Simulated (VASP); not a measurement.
Set up this calculation in VASP 6.6.1, as the native input.

```
Task                   : single point
Functional             : r2SCAN
Potentials or basis    : VASP PAW PBE potentials, release 64 (Ga_d, As)
Cutoff                 : 520 eV
k mesh                 : 8 × 8 × 8
Occupations            : gaussian, width 0.01 eV
Spin                   : no spin polarisation
Dipole correction      : no
Further INCAR settings : ALGO = Normal; EDIFF = 1e-07; NBANDS = 16
```

The system is GaAs.

```
Ga As
1.0
     2.77676    2.77676    0.00000
    -2.77676    2.77676    0.00000
     0.00000    2.77676    2.86743
Ga As
1 1
Direct
  0.00000 0.00000 0.00000
  0.75000 0.25000 0.50000
```

This cell differs from its parent crystal: in-plane strain -0.02.

These files were run (other wordings do the same):

POSCAR

```
GaAs
1.0
    2.7767614924      2.7767614924      0.0000000000
   -2.7767614924      2.7767614924      0.0000000000
    0.0000000000      2.7767614924      2.8674312554
Ga As
1 1
Direct
    0.0000000000      0.0000000000      0.0000000000
    0.7500000000      0.2500000000      0.5000000000
```

INCAR.step1

```
SYSTEM = GaAs
PREC = Accurate ; ENCUT = 520
ISMEAR = 0 ; SIGMA = 0.01
LREAL = .FALSE. ; LASPH = .TRUE.
NELM = 80 ; NBANDS = 16
GGA = PE ; ALGO = Normal
EDIFF = 1E-4 ; LWAVE = .TRUE.
LCHARG = .FALSE.
```

INCAR.step2

```
SYSTEM = GaAs
PREC = Accurate ; ENCUT = 520
EDIFF = 1E-7 ; ISMEAR = 0
SIGMA = 0.01 ; LREAL = .FALSE.
LASPH = .TRUE. ; NELM = 80
ALGO = Normal ; ISIF = 2
LWAVE = .FALSE. ; LCHARG = .FALSE.
METAGGA = R2SCAN ; LMIXTAU = .TRUE.
NBANDS = 16 ; ISTART = 1
```

KPOINTS

```
Automatic mesh
0
G
  8 8 8
  0 0 0
```

Potentials or basis: VASP PAW PBE potentials, release 64 (Ga_d, As).

The run is started by

```sh
$ cat potpaw_PBE.64/Ga_d/POTCAR potpaw_PBE.64/As/POTCAR > POTCAR
$ cp INCAR.step1 INCAR
$ mpirun -np 1 vasp_std > vasp.out
$ cp INCAR.step2 INCAR
$ mpirun -np 1 vasp_std > vasp.out
```

Results of the run:

* Pressure: 2.3 GPa
* Band gap on the k mesh: 1.09 eV, direct

Caveat: the cell differs from its parent crystal (in-plane strain -0.02); the PAW data sets were made with another functional, which shifts forces and pressure a little.

Run time: 89 s on 1 thread of Intel(R) Xeon(R) 6975P-C (Granite Rapids), with other jobs on the host, peak memory 0.19 GiB.
